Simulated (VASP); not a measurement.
# CdTe (F-43m) in VASP: a series of runs

CdTe is run at these levels: r2SCAN; tasks: dielectric tensor.

All numbers are computed with VASP 6.6.1; they aren't measurements. Logs are shortened: lines on timing, memory, paths and dates and some standing lists are left out, and cuts for length are marked.

## 1. The cell of the first run

Symmetry: F-43m, No. 216, cubic system. The conventional cell has a = 6.757 Å, b = 6.757 Å, c = 6.757 Å, α = 90.00°, β = 90.00°, γ = 90.00°. Within 3.9 Å of Cd (site symmetry -43m) lie 4 Te at 2.93 Å. Te (site symmetry -43m) has 4 Cd at 2.93 Å within 3.9 Å.

## 2. Dielectric tensor, r2SCAN (strain +3.0%)

File INCAR:

```
SYSTEM = CdTe
PREC     = Accurate       ! precision mode
ENCUT    = 520            ! plane-wave cutoff, eV
EDIFF    = 1E-8           ! SCF threshold, eV
ISMEAR   = 0              ! smearing method
SIGMA    = 0.01           ! smearing width, eV
LREAL    = .FALSE.        ! projectors in reciprocal space
LASPH    = .TRUE.         ! aspherical terms in the spheres
NELM     = 60             ! most SCF steps
ALGO     = Normal         ! electronic algorithm
ISIF     = 2              ! what is computed and relaxed
LWAVE    = .FALSE.        ! write WAVECAR
LCHARG   = .FALSE.        ! write CHGCAR
METAGGA  = R2SCAN         ! meta-GGA
LMIXTAU  = .TRUE.       
LCALCEPS = .TRUE.
```

File KPOINTS:

```
Automatic mesh
0
G
  6 6 6
  0 0 0
```

File POSCAR:

```
CdTe
1.0
    0.0000000000      3.3783537697      3.3783537697
    3.3783537697      0.0000000000      3.3783537697
    3.3783537697      3.3783537697      0.0000000000
Cd Te
1 1
Direct
    0.0000000000      0.0000000000      0.0000000000
    0.2500000000      0.2500000000      0.2500000000
```

Potentials or basis: VASP PAW PBE potentials, release 64 (Cd, Te).

The run is started by

```bash
> cat potpaw_PBE.64/Cd/POTCAR potpaw_PBE.64/Te/POTCAR > POTCAR
> mpirun -np 1 vasp_std > vasp.out
```

OUTCAR:

```text
SYSTEM = CdTe
   PREC = Accurate
   ENCUT = 520
   EDIFF = 1E-8
   ISMEAR = 0
   LREAL = .FALSE.
   LASPH = .TRUE.
   NELM = 60
   ISIF = 2
   METAGGA = R2SCAN

 ion  position               nearest neighbor table
   1  0.000  0.000  0.000-   2 2.93   2 2.93   2 2.93   2 2.93
   2  0.250  0.250  0.250-   1 2.93   1 2.93   1 2.93   1 2.93

  LATTYP: Found a face centered cubic cell.
 ALAT       =     6.7567075394

  Lattice vectors:

 A1 = (   0.0000000000,   3.3783537697,   3.3783537697)
 A2 = (   3.3783537697,   0.0000000000,   3.3783537697)
 A3 = (   3.3783537697,   3.3783537697,   0.0000000000)

Analysis of symmetry for initial positions (statically):
=====================================================================
 Subroutine PRICEL returns:
 Original cell was already a primitive cell.

 Routine SETGRP: Setting up the symmetry group for a
 face centered cubic supercell.

 Subroutine GETGRP returns: Found 24 space group operations
 (whereof 24 operations were pure point group operations)
 out of a pool of 48 trial point group operations.

The static configuration has the point symmetry T_d .

Analysis of symmetry for dynamics (positions and initial velocities):
=====================================================================
 Subroutine PRICEL returns:
 Original cell was already a primitive cell.

 Routine SETGRP: Setting up the symmetry group for a
 face centered cubic supercell.

 Subroutine GETGRP returns: Found 24 space group operations
 (whereof 24 operations were pure point group operations)
 out of a pool of 48 trial point group operations.

The dynamic configuration has the point symmetry T_d .

 Subroutine INISYM returns: Found 24 space group operations
 (whereof 24 operations are pure point group operations),
 and found     1 'primitive' translations

----------------------------------------------------------------------------------------

                                     Primitive cell

  volume of cell :      77.1162

  direct lattice vectors                    reciprocal lattice vectors
     0.000000000  3.378353770  3.378353770    -0.148001078  0.148001078  0.148001078
     3.378353770  0.000000000  3.378353770     0.148001078 -0.148001078  0.148001078
     3.378353770  3.378353770  0.000000000     0.148001078  0.148001078 -0.148001078

  length of vectors
     4.777713720  4.777713720  4.777713720     0.256345387  0.256345387  0.256345387

[... 126 lines left out ...]

 k-point     1 :       0.0000    0.0000    0.0000
  band No.  band energies     occupation
      1      -9.8163      2.00000
      2      -7.1755      2.00000
      3      -7.1748      2.00000
      4      -7.1740      2.00000
      5      -6.9790      2.00000
      6      -6.9790      2.00000
      7       1.0462      2.00000
      8       1.0470      2.00000
      9       1.0475      2.00000
     10   10000.0000      0.00000
     11   10000.0000      0.00000
     12   10000.0000      0.00000
     13   10000.0000      0.00000
[... 354 lines left out ...]
  band No.  band energies     occupation
      1      -9.5917      2.00000
      2      -7.1277      2.00000
      3      -7.1210      2.00000
      4      -7.0059      2.00000
      5      -6.9694      2.00000
      6      -6.8950      2.00000
      7      -1.7163      2.00000
      8       0.1488      2.00000
      9       0.2401      2.00000
     10   10000.0000      0.00000
     11   10000.0000      0.00000
     12   10000.0000      0.00000
     13   10000.0000      0.00000

 [... further k-points ...]

------------------------ aborting loop because EDIFF is reached ----------------------------------------

            Ionic dipole moment: p[ion]=(    10.13506    10.13506    10.13506 ) |e| Angst

 Total electronic dipole moment: p[elc]=(     0.03044     0.03044     0.05861 ) |e| Angst

 MACROSCOPIC STATIC DIELECTRIC TENSOR (including local field effects)
 ------------------------------------------------------
           7.616875    -0.000000     0.000000
          -0.000000     7.616875     0.000000
          -0.000000    -0.000000     7.616875
 ------------------------------------------------------

 PIEZOELECTRIC TENSOR (including local field effects) (e Angst)
          XX          YY          ZZ          XY          YZ          ZX
  --------------------------------------------------------------------------------
  x    -0.00000    -0.00000    -0.00000    -0.00000    -3.05964    -0.00000
  y    -0.00000     0.00000    -0.00000    -0.00000     0.00000    -3.05964
  z     0.00000     0.00000    -0.00000    -3.05964     0.00000     0.00000

 PIEZOELECTRIC TENSOR (including local field effects) (C/m^2)
          XX          YY          ZZ          XY          YZ          ZX
  --------------------------------------------------------------------------------
  x    -0.00000    -0.00000    -0.00000    -0.00000    -0.63567    -0.00000
  y    -0.00000     0.00000    -0.00000    -0.00000     0.00000    -0.63567
  z     0.00000     0.00000    -0.00000    -0.63567     0.00000     0.00000

 BORN EFFECTIVE CHARGES (including local field effects) (in |e|, cummulative output)
 ---------------------------------------------------------------------------------
 ion    1
    1     2.40127     0.00000     0.00000
    2     0.00000     2.40127     0.00000
    3    -0.00000    -0.00000     2.40127
 ion    2
    1    -2.40127     0.00000     0.00000
    2    -0.00000    -2.40127    -0.00000
    3     0.00000     0.00000    -2.40127

  FORCE on cell =-STRESS in cart. coord.  units (eV):
  Direction    XX          YY          ZZ          XY          YZ          ZX
  --------------------------------------------------------------------------------------
  -------------------------------------------------------------------------------------
  Total       -1.3763627     -1.3763627     -1.3763627      0.0000000      0.0000000     -0.0000000
  in kB      -28.5955269    -28.5955269    -28.5955269      0.0000000      0.0000000     -0.0000000
  external PRESSURE =     -28.5955269 kB  Pullay stress =       0.0000000 kB

 VOLUME and BASIS-vectors are now :
 -----------------------------------------------------------------------------
  energy-cutoff  :      520.00
  volume of cell :       77.12
      direct lattice vectors                 reciprocal lattice vectors
     0.000000000  3.378353770  3.378353770    -0.148001078  0.148001078  0.148001078
     3.378353770  0.000000000  3.378353770     0.148001078 -0.148001078  0.148001078
     3.378353770  3.378353770  0.000000000     0.148001078  0.148001078 -0.148001078

 POSITION                                       TOTAL-FORCE (eV/Angst)
 -----------------------------------------------------------------------------------
      0.00000      0.00000      0.00000         0.000000     -0.000000      0.000000
      1.68918      1.68918      1.68918        -0.000000      0.000000     -0.000000
 -----------------------------------------------------------------------------------
    total drift:                               -0.000002     -0.000002     -0.000002

  FREE ENERGIE OF THE ION-ELECTRON SYSTEM (eV)
  ---------------------------------------------------
  free  energy   TOTEN  =       -46.5798948497 eV

  energy  without entropy=      -46.5798948497  energy(sigma->0) =      -46.57989485
```

Wall time 46 min (1 thread of Intel Xeon Platinum 8559C (Emerald Rapids), shared host); peak memory 0.46 GiB.

Results:

```yaml
Band_gap_on_the_k_mesh: 0.87 eV
Electronic_dielectric_tensor_diagonal: 7.62
Born_charges_mean_of_the_diagonal: Cd +2.40; Te -2.40 e
```

Electronic dielectric tensor:
```
7.62 0.00 0.00
0.00 7.62 0.00
0.00 0.00 7.62
```

Born effective charge tensors (e):
atom 1, Cd
```
2.40 0.00 0.00
0.00 2.40 0.00
0.00 0.00 2.40
```
atom 2, Te
```
-2.40  0.00  0.00
 0.00 -2.40  0.00
 0.00  0.00 -2.40
```

Dipole moments of the cell (e·Å, modulo the quantum): ionic 10.135, 10.135, 10.135; electronic 0.030, 0.030, 0.059

Caveat: the cell differs from its parent crystal (strain +3.0%); the PAW data sets were made with another functional, which shifts forces and pressure a little; spin-orbit coupling is left out, which moves the levels of the heavy elements.

## 3. Dielectric tensor, r2SCAN (strain +4.0%)

File INCAR:

```
  ALGO = Normal
  EDIFF = 1E-8
  ENCUT = 520
  ISIF = 2
  ISMEAR = 0
  LASPH = T
  LCALCEPS = T
  LCHARG = F
  LMIXTAU = T
  LREAL = F
  LWAVE = F
  METAGGA = R2SCAN
  NELM = 60
  PREC = Accurate
  SIGMA = 0.01
```

File KPOINTS:

```
k-points
0
Gamma
  6 6 6
```

File POSCAR:

```
CdTe
1.0
    0.0000000000      3.4111533208      3.4111533208
    3.4111533208      0.0000000000      3.4111533208
    3.4111533208      3.4111533208      0.0000000000
Cd Te
1 1
Direct
    0.0000000000      0.0000000000      0.0000000000
    0.2500000000      0.2500000000      0.2500000000
```

Potentials or basis: VASP PAW PBE potentials, release 64 (Cd, Te).

The run is started by

```bash
> cat potpaw_PBE.64/Cd/POTCAR potpaw_PBE.64/Te/POTCAR > POTCAR
> mpirun -np 1 vasp_std > vasp.out
```

OUTCAR:

```text
EDIFF = 1E-8
   ENCUT = 520
   ISIF = 2
   ISMEAR = 0
   LASPH = T
   LREAL = F
   METAGGA = R2SCAN
   NELM = 60
   PREC = Accurate

 ion  position               nearest neighbor table
   1  0.000  0.000  0.000-   2 2.95   2 2.95   2 2.95   2 2.95
   2  0.250  0.250  0.250-   1 2.95   1 2.95   1 2.95   1 2.95

  LATTYP: Found a face centered cubic cell.
 ALAT       =     6.8223066416

  Lattice vectors:

 A1 = (   0.0000000000,   3.4111533208,   3.4111533208)
 A2 = (   3.4111533208,   0.0000000000,   3.4111533208)
 A3 = (   3.4111533208,   3.4111533208,   0.0000000000)

Analysis of symmetry for initial positions (statically):
=====================================================================
 Subroutine PRICEL returns:
 Original cell was already a primitive cell.

 Routine SETGRP: Setting up the symmetry group for a
 face centered cubic supercell.

 Subroutine GETGRP returns: Found 24 space group operations
 (whereof 24 operations were pure point group operations)
 out of a pool of 48 trial point group operations.
[... 567 lines left out ...]

 PIEZOELECTRIC TENSOR (including local field effects) (C/m^2)
          XX          YY          ZZ          XY          YZ          ZX
  --------------------------------------------------------------------------------
  x    -0.00000     0.00000     0.00000     0.00000    -0.64886     0.00000
  y     0.00000     0.00000     0.00000     0.00000     0.00000    -0.64886
  z     0.00000     0.00000    -0.00000    -0.64886    -0.00000     0.00000

 BORN EFFECTIVE CHARGES (including local field effects) (in |e|, cummulative output)
 ---------------------------------------------------------------------------------
 ion    1
    1     2.45414     0.00000     0.00000
    2    -0.00000     2.45414     0.00000
    3    -0.00000    -0.00000     2.45414
 ion    2
    1    -2.45414     0.00000     0.00000
    2     0.00000    -2.45414    -0.00000
    3     0.00000    -0.00000    -2.45414

  FORCE on cell =-STRESS in cart. coord.  units (eV):
  Direction    XX          YY          ZZ          XY          YZ          ZX
  --------------------------------------------------------------------------------------
  -------------------------------------------------------------------------------------
  Total       -1.7656684     -1.7656684     -1.7656684     -0.0000000     -0.0000000     -0.0000000
  in kB      -35.6357584    -35.6357584    -35.6357584     -0.0000000     -0.0000000     -0.0000000
  external PRESSURE =     -35.6357584 kB  Pullay stress =       0.0000000 kB

 VOLUME and BASIS-vectors are now :
 -----------------------------------------------------------------------------
  energy-cutoff  :      520.00
  volume of cell :       79.38
      direct lattice vectors                 reciprocal lattice vectors
     0.000000000  3.411153321  3.411153321    -0.146577991  0.146577991  0.146577991
     3.411153321  0.000000000  3.411153321     0.146577991 -0.146577991  0.146577991
     3.411153321  3.411153321  0.000000000     0.146577991  0.146577991 -0.146577991

 POSITION                                       TOTAL-FORCE (eV/Angst)
 -----------------------------------------------------------------------------------
      0.00000      0.00000      0.00000         0.000000      0.000000      0.000000
      1.70558      1.70558      1.70558        -0.000000     -0.000000     -0.000000
 -----------------------------------------------------------------------------------
    total drift:                               -0.000003     -0.000003     -0.000003

  FREE ENERGIE OF THE ION-ELECTRON SYSTEM (eV)
  ---------------------------------------------------
  free  energy   TOTEN  =       -46.5344010992 eV

  energy  without entropy=      -46.5344010992  energy(sigma->0) =      -46.53440110
```

stdout:

```text
POSCAR found type information on POSCAR CdTe
 POSCAR found :  2 types and       2 ions
 scaLAPACK will be used
 -----------------------------------------------------------------------------
|                                                                             |
[... 109 lines left out ...]
|     all probability, you are too near to the onset of Zener tunneling.      |
|                                                                             |
|                                                                             |
|     Possible SOLUTIONS:                                                     |
|      ) Choose a smaller electric field.                                     |
|      ) Use a less dense grid of k-points.                                   |
|
```

Run time: 52 min. Hardware: 1 thread of Intel Xeon Platinum 8559C (Emerald Rapids), shared host; peak memory 0.47 GiB.

What came out:

```yaml
Band_gap_on_the_k_mesh: 0.78 eV
Electronic_dielectric_tensor_diagonal: 7.77
Born_charges_mean_of_the_diagonal: Cd +2.45; Te -2.45 e
```

Electronic dielectric tensor:
```
7.77 0.00 0.00
0.00 7.77 0.00
0.00 0.00 7.77
```

Born effective charge tensors (e):
atom 1, Cd
```
2.45 0.00 0.00
0.00 2.45 0.00
0.00 0.00 2.45
```
atom 2, Te
```
-2.45  0.00  0.00
 0.00 -2.45  0.00
 0.00  0.00 -2.45
```

Dipole moments of the cell (e·Å, modulo the quantum): ionic 10.233, 10.233, 10.233; electronic 0.033, 0.033, 0.062

Caveat: the cell differs from its parent crystal (strain +4.0%); the PAW data sets were made with another functional, which shifts forces and pressure a little; spin-orbit coupling is left out, which moves the levels of the heavy elements.

(Part 1 of 2 ends here.)
